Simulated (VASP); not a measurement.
# H2 in VASP: single point with PBE+D3(BJ)

Aim: the single point of H2 with PBE+D3(BJ).

Program: VASP 6.6.1. These are calculated values, not measurements. Logs are shortened: lines on timing, memory, paths and dates and some standing lists are left out, and cuts for length are marked.

### 1 The cell of the first run

The cell holds a molecule in a box, 2 atoms: a = 7.282 Å, b = 7.282 Å, c = 23.149 Å, α = 90.00°, β = 90.00°, γ = 90.00°.

### 2 Single point, PBE+D3(BJ)

Contents of INCAR:

```
  PREC = Accurate
  ENCUT = 520
  EDIFF = 1E-6
  ISMEAR = 0
  SIGMA = 0.05
  LREAL = F
  LASPH = T
  NELM = 60
  ALGO = Normal
  ISIF = 2
  LWAVE = F
  LCHARG = F
  LDIPOL = T
  IDIPOL = 3
  DIPOL = 0.5 0.5 0.669
  GGA = PE
  IVDW = 12
  NBANDS = 8
```

Contents of KPOINTS:

```
Automatic mesh
0
Gamma
  2 2 1
```

Contents of POSCAR:

```
H
1.0
    7.2816362033      0.0000000000      0.0000000000
    0.0000000000      7.2816362033      0.0000000000
    0.0000000000      0.0000000000     23.1488943375
H
2
Direct
    0.4759959271      0.4134782234      0.6546352740
    0.4626007442      0.3641851371      0.6838522661
```

Potentials or basis: VASP PAW PBE potentials, release 64 (H).

Command:

```
cat potpaw_PBE.64/H/POTCAR > POTCAR
mpirun -np 1 vasp_std > vasp.out
```

OUTCAR:

```text
PREC = Accurate
   ENCUT = 520
   EDIFF = 1E-6
   ISMEAR = 0
   LREAL = F
   LASPH = T
   NELM = 60
   ISIF = 2
   GGA = PE
   IVDW = 12
 IVDW          = 12

 ion  position               nearest neighbor table
   1  0.476  0.413  0.655-   2 0.77
   2  0.463  0.364  0.684-   1 0.77

  LATTYP: Found a simple tetragonal cell.
 ALAT       =     7.2816362033
 C/A-ratio  =     3.1790786701

  Lattice vectors:

 A1 = (   7.2816362033,   0.0000000000,   0.0000000000)
 A2 = (   0.0000000000,   7.2816362033,   0.0000000000)
 A3 = (   0.0000000000,   0.0000000000,  23.1488943375)

Analysis of symmetry for initial positions (statically):
=====================================================================
 Subroutine PRICEL returns:
 Original cell was already a primitive cell.

 Routine SETGRP: Setting up the symmetry group for a
 simple tetragonal supercell.

 Subroutine GETGRP returns: Found  2 space group operations
 (whereof  1 operations were pure point group operations)
 out of a pool of 16 trial point group operations.

The static configuration has the point symmetry C_1 .
 The point group associated with its full space group is S_2 .

Analysis of symmetry for dynamics (positions and initial velocities):
=====================================================================
 Subroutine PRICEL returns:
 Original cell was already a primitive cell.

 Routine SETGRP: Setting up the symmetry group for a
 simple tetragonal supercell.

 Subroutine GETGRP returns: Found  2 space group operations
 (whereof  1 operations were pure point group operations)
 out of a pool of 16 trial point group operations.

The dynamic configuration has the point symmetry C_1 .
 The point group associated with its full space group is S_2 .

 Subroutine INISYM returns: Found  2 space group operations
 (whereof  1 operations are pure point group operations),
 and found     1 'primitive' translations

----------------------------------------------------------------------------------------

                                     Primitive cell

  volume of cell :    1227.4059

  direct lattice vectors                    reciprocal lattice vectors
     7.281636203  0.000000000  0.000000000     0.137331772  0.000000000  0.000000000
     0.000000000  7.281636203  0.000000000     0.000000000  0.137331772  0.000000000
     0.000000000  0.000000000 23.148894337     0.000000000  0.000000000  0.043198607

  length of vectors
     7.281636203  7.281636203 23.148894337     0.137331772  0.137331772  0.043198607

[... 71 lines left out ...]
   NUPDOWN=      -1.0000    fix difference up-down
   EMIN   =  10.00;   EMAX   =-10.00  energy-range for DOS
   EFERMI =   0.00;   METHOD = LEGACY
   ISMEAR =     0;   SIGMA  =   0.05  broadening in eV -4-tet -1-fermi 0-gaus
   EFERMI_NEDOS =   21; number of points for ismear=-14 and -15
   IALGO  =     38    algorithm
   IMIX   =      4    mixing-type and parameters
     AMIX     =   0.40;   BMIX     =  1.00
     AMIX_MAG =   1.60;   BMIX_MAG =  1.00
  volume/ion in A,a.u.               =     613.70      4141.47
  Fermi-wavevector in a.u.,A,eV,Ry     =   0.192644  0.364044  0.504935  0.037112
  Thomas-Fermi vector in A             =   0.935905
   LORBIT       =      0    0 simple, 1 ext, 2 COOP (PROOUT), +10 PAW based schemes
   GGA     = PE    functional components
   LHFCALC =     F    Hartree Fock is set to
   AEXX    =    0.0000 exact exchange contribution
   IVDW    =    12    specifies the selected vdW correction
   LEPSILON=     F    determine dielectric tensor
   LRPA    =     F    only Hartree local field effects (RPA)
 non-spin polarized calculation
 Gauss-broadening in eV      SIGMA  =   0.05
  energy-cutoff  :      520.00
  volume of cell :     1227.41
 maximum number of plane-waves:     33068
   NGX = 27   NGY = 27   NGZ = 87

 dipolmoment           0.000000      0.000000     -0.000003 electrons x Angstroem

 number of electron       2.0000001 magnetization

 dipolmoment           0.000000      0.000000      0.000004 electrons x Angstroem

 Free energy of the ion-electron system (eV)
  ---------------------------------------------------
  ext. energy  EPLUGINS =         0.00000000
  ---------------------------------------------------
  free energy    TOTEN  =        -6.76444838 eV

  energy without entropy =       -6.76444838  energy(sigma->0) =       -6.76444838

 E-fermi :  -9.9632     XC(G=0):  -0.3135

 val. band max:      -10.1978443626   @ k =   0.5000   0.5000   0.0000
 cond. band min:      -0.1962562484   @ k =   0.0000   0.0000   0.0000
 fundamental gap:     10.0015881141
 Fermi energy:        -9.9631999645

 k-point     1 :       0.0000    0.0000    0.0000
  band No.  band energies     occupation
      1     -10.1987      2.00000
      2      -0.1963      0.00000
      3      -0.0479      0.00000
      4       0.1601      0.00000
      5       0.5662      0.00000
      6       1.0340      0.00000
      7       1.3387      0.00000
      8       1.7089      0.00000
[... 23 lines left out ...]
 k-point     4 :       0.5000    0.5000    0.0000
  band No.  band energies     occupation
      1     -10.1978      2.00000
      2       0.2942      0.00000
      3       0.7048      0.00000
      4       0.8593      0.00000
      5       1.2287      0.00000
      6       1.2775      0.00000
      7       1.5121      0.00000
      8       1.5151      0.00000

------------------------ aborting loop because EDIFF is reached ----------------------------------------

 vacuum level on the upper side and lower side of the slab       (xc-potential included)        -0.004        -0.004

 Edisp (eV)   -0.00268

 E8    (eV) :    -0.0005

  FORCE on cell =-STRESS in cart. coord.  units (eV):
  Direction    XX          YY          ZZ          XY          YZ          ZX
  --------------------------------------------------------------------------------------
  -------------------------------------------------------------------------------------
  Total      -0.03581    -0.14558    -0.44752    -0.03217     0.22306     0.06061
  in kB      -0.04674    -0.19003    -0.58416    -0.04199     0.29117     0.07911
  external pressure =       -0.27 kB  Pullay stress =        0.00 kB

 VOLUME and BASIS-vectors are now :
 -----------------------------------------------------------------------------
  energy-cutoff  :      520.00
  volume of cell :     1227.41
      direct lattice vectors                 reciprocal lattice vectors
     7.281636203  0.000000000  0.000000000     0.137331772  0.000000000  0.000000000
     0.000000000  7.281636203  0.000000000     0.000000000  0.137331772  0.000000000
     0.000000000  0.000000000 23.148894337     0.000000000  0.000000000  0.043198607

 POSITION                                       TOTAL-FORCE (eV/Angst)
 -----------------------------------------------------------------------------------
      3.46603      3.01080     15.15408        -0.088553     -0.326437      0.615349
      3.36849      2.65186     15.83042         0.088553      0.326437     -0.615349
 -----------------------------------------------------------------------------------
    total drift:                               -0.000001      0.000001      0.000001

  FREE ENERGIE OF THE ION-ELECTRON SYSTEM (eV)
  ---------------------------------------------------
  free  energy   TOTEN  =        -6.7671295115 eV

  energy  without entropy=       -6.7671295115  energy(sigma->0) =       -6.76712951

 vacuum level on the upper side and lower side of the slab         0.017         0.017
```

stdout:

```text
POSCAR found type information on POSCAR H
 POSCAR found :  1 types and       2 ions
 scaLAPACK will be used
 LDA part: xc-table for (Slater+PW92), standard interpolation
 POSCAR, INCAR and KPOINTS ok, starting setup
 FFT: planning ... GRIDC
 FFT: planning ... GRID_SOFT
 FFT: planning ... GRID
 WAVECAR not read
 entering main loop
```

Wall time 2.3 min (1 thread of AMD EPYC 7R43 (Zen 3), shared host); peak memory 0.82 GiB.

Results:

```
Free energy                     : -6.7671 eV
Largest force                   : 0.702 eV/Å
Gap between the frontier levels : 10.00 eV, indirect (the least direct gap lies 0.9 meV higher)
Dispersion energy per atom      : -0.001 eV
```

Forces in eV/Å, atoms in the order of the input:
```
H   -0.089 -0.326  0.615
H    0.089  0.326 -0.615
```

Levels at points of the mesh, in eV from the valence-band top:
```tsv
k point	band 1	band 2	band 3	band 4	band 5	band 6
(0.00, 0.00, 0.00)	0.00	10.00	10.15	10.36	10.76	11.23
(0.50, 0.00, 0.00)	0.00	10.41	10.53	10.69	11.02	11.06
(0.00, 0.50, 0.00)	0.00	10.25	10.65	10.69	11.02	11.07
(0.50, 0.50, 0.00)	0.00	10.49	10.90	11.06	11.43	11.48
```

Caveat: the k points lie up to 0.43 Å⁻¹ apart.
